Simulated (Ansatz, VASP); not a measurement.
**EuOs in VASP and in Ansatz**

Contents of INCAR:

```
PREC = Accurate
ENCUT = 520
EDIFF = 1E-6
ISMEAR = 0
SIGMA = 0.05
LREAL = F
LASPH = T
NELM = 150
ALGO = Normal
ISIF = 2
LWAVE = F
LCHARG = F
ISPIN = 2
MAGMOM = 7 0
LORBIT = 11
LMAXMIX = 6
GGA = PE
NBANDS = 24
```

KPOINTS

```
Automatic mesh
0
Gamma
  10 10 10
```

POSCAR

```
EuOs
1.0
    3.4560940622      0.0000000000      0.0000000000
    0.0000000000      3.4560940622      0.0000000000
    0.0000000000      0.0000000000      3.4560940622
Eu Os
1 1
Direct
    0.0000000000      0.0000000000      0.0000000000
    0.5000000000      0.5000000000      0.5000000000
```

Input for Ansatz:

```yaml
crystal:
  lattice:
    - [3.4560940622, 0.0, 0.0]
    - [0.0, 3.4560940622, 0.0]
    - [0.0, 0.0, 3.4560940622]
  atoms:
    - { symbol: Eu, position: [0.0, 0.0, 0.0], spin: 7.0 }
    - { symbol: Os, position: [0.5, 0.5, 0.5] }
basis:
  ecutwfc: 420
  ecutrho_ratio: 4
kpoints:
  mp_grid: { grid: [10, 10, 10] }
hamiltonian:
  xc: pbe
scf:
  occupations: { method: gaussian, width: 0.05 }
  initial_density: { chi_scale: 0.3 }
output:
  forces: true
  stress: true
magnetization:
  spin_polarized: true
```

Alike in both runs: task single point; functional PBE; k mesh 10 × 10 × 10; occupations gaussian, width 0.05 eV; collinear spin.

|  | VASP | Ansatz |
| --- | --- | --- |
| version | VASP 6.6.1 | Ansatz 0.2.0 |
| potentials or method | VASP PAW PBE potentials, release 64 (Eu, Os), cutoff 520 eV | scalar-relativistic, plane waves, PAW |
| valence electrons in the cell | 25 | 33 |

|  | VASP | Ansatz | Ansatz less VASP |
| --- | --- | --- | --- |
| pressure (GPa) | 0.2 | 0.0 | -0.21 |
| net moment per atom (μB) | 2.90 | 2.89 | -0.002 |
| size of the moment on the site where the two differ most (μB) | 6.26 | 6.37 | +0.111 |

Site moments also hang on the region over which each program counts them. VASP's potentials hold 25 valence electrons a cell and Ansatz's 33, so a difference there can come from the potentials and not from the codes. Ansatz's warnings: stability check not made.

Neither program's run includes spin-orbit coupling.
